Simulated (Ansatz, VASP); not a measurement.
MgO in VASP and in Ansatz

The input INCAR:

```
PREC     = Accurate       # precision mode
ENCUT    = 520            # plane-wave cutoff, eV
EDIFF    = 1E-7           # SCF threshold, eV
ISMEAR   = -1             # smearing method
SIGMA    = 0.1            # smearing width, eV
LREAL    = False          # projectors in reciprocal space
LASPH    = True           # aspherical terms in the spheres
NELM     = 60             # most SCF steps
ALGO     = Normal         # electronic algorithm
ISIF     = 2              # what is computed and relaxed
LWAVE    = False          # write WAVECAR
LCHARG   = True           # write CHGCAR
GGA      = PE             # functional
LELF     = True           # ELF
LVHAR    = True         
NBANDS   = 16             # bands
```

KPOINTS

```
Automatic mesh
0
Gamma
  11 11 7
```

POSCAR

```
MgO
1.0
    2.6092799883      0.0000000000      0.0000000000
   -1.3046399942      2.2597027555      0.0000000000
    0.0000000000      0.0000000000      4.6109219009
Mg O
2 2
Direct
    0.0000000000      0.0000000000      0.0000000000
    0.0000000000      0.0000000000      0.5000000000
    0.3333333333      0.6666666667      0.2500000000
    0.6666666667      0.3333333333      0.7500000000
```

Input for Ansatz:

```yaml
crystal:
  lattice:
    - [2.6092799883, 0.0, 0.0]
    - [-1.3046399942, 2.2597027555, 0.0]
    - [0.0, 0.0, 4.6109219009]
  atoms:
    - { symbol: Mg, position: [0.0, 0.0, 0.0] }
    - { symbol: Mg, position: [0.0, 0.0, 0.5] }
    - { symbol: O, position: [0.3333333333, 0.6666666667, 0.25] }
    - { symbol: O, position: [0.6666666667, 0.3333333333, 0.75] }
kpoints:
  mp_grid: { grid: [11, 11, 7] }
scf:
  occupations: { method: fermi_dirac, width: 0.1 }
hamiltonian:
  xc: pbe
  pseudopotentials: { kind: all_electron, lapw: { basis_error: 0.0005 } }
output:
  forces: true
  stress: true
  eigenvalues: true
  populations: true
```

Alike in both runs: task single point; functional PBE; k mesh 11 × 11 × 7; occupations fermi-dirac, width 0.1 eV; no spin polarisation.

|  | VASP | Ansatz |
| --- | --- | --- |
| version | VASP 6.6.1 | Ansatz 0.2.0 |
| potentials or method | VASP PAW PBE potentials, release 64 (Mg, O), cutoff 520 eV | all-electron LAPW, scalar-relativistic |

```csv
,VASP,Ansatz,Ansatz less VASP
gap on the k mesh at the Fermi level (eV),8.05,8.05,-0.001
```

Ansatz ran all-electron here, and VASP with PAW potentials.
